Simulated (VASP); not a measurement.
Ti3Ag, 4 atoms in the cell. The structure is tetragonal, space group P4/mmm (No. 123). Conventional cell: a = 4.102 Å, b = 4.102 Å, c = 3.869 Å, α = 90.00°, β = 90.00°, γ = 90.00°. Within 3.7 Å of Ti (site symmetry mmm) lie 8 Ti at 2.82 to 2.90 Å and 4 Ag at 2.82 Å. Within 3.7 Å of Ti (site symmetry 4/mmm) lie 8 Ti at 2.82 Å and 4 Ag at 2.90 Å. Within 3.7 Å of Ag (site symmetry 4/mmm) lie 12 Ti at 2.82 to 2.90 Å.  This cell differs from its parent crystal: volume scaled by 0.94.

| Item | Value |
| --- | --- |
| Program | VASP 6.6.1 |
| Task | electric field gradients |
| Functional | LDA |
| Potentials or basis | VASP PAW LDA potentials, release 64 (Ti_sv, Ag) |
| Cutoff | 520 eV |
| k mesh | 9 × 9 × 9 |
| Occupations | fermi-dirac, width 0.08 eV |
| Spin | no spin polarisation |
| Dipole correction | no |
| Further INCAR settings | ALGO = Normal; EDIFF = 1e-08; NBANDS = 32 |

Potentials or basis: VASP PAW LDA potentials, release 64 (Ti_sv, Ag).

Command:

```console
$ cat potpaw_LDA.64/Ti_sv/POTCAR potpaw_LDA.64/Ag/POTCAR > POTCAR
$ mpirun -np 1 vasp_std > vasp.out
```

Hardware: 1 thread of Intel Xeon 6975P-C (shared host).

Task: Estimate the wall time of this run.

Result: It took 110 s on 1 thread of Intel Xeon 6975P-C (shared host), peak memory 0.25 GiB. Counts: scf iterations 17, k points 75.
